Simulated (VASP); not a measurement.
The system is ZnO.

```
Zn O
1.0
     0.00000    2.13377    2.13377
     2.13377    0.00000    2.13377
     2.13377    2.13377    0.00000
Zn O
1 1
Direct
  0.00000 0.00000 0.00000
  0.50000 0.50000 0.50000
```

Base run:

* Program: VASP 6.6.1
* Functional: PBE
* Potentials or basis: VASP PAW PBE potentials, release 64 (Zn, O_h)
* Cutoff: 1340 eV
* k mesh: 10 × 10 × 10
* Occupations: fermi-dirac, width 0.02 eV
* Spin: no spin polarisation

Its results: band gap on the k mesh 0.92 eV (least direct gap 2.32 eV); pressure 8.9 GPa.

**Question.** The run is repeated on the same cell with these changes: functional from PBE to r2SCAN; cutoff from 1340 eV to 1480 eV; occupations from fermi-dirac, width 0.02 eV to gaussian, width 0.01 eV. What comes out?

**Answer.** Band gap on the k mesh 1.55 eV (least direct gap 2.99 eV); pressure 1.2 GPa.

Caveats: the structure was generated, so it needn't be the stable form of ZnO; the cell stands under pressure (at least some runs); the PAW data sets were made with another functional, which shifts forces and pressure a little (at least some runs).

A k mesh can miss the band edges.
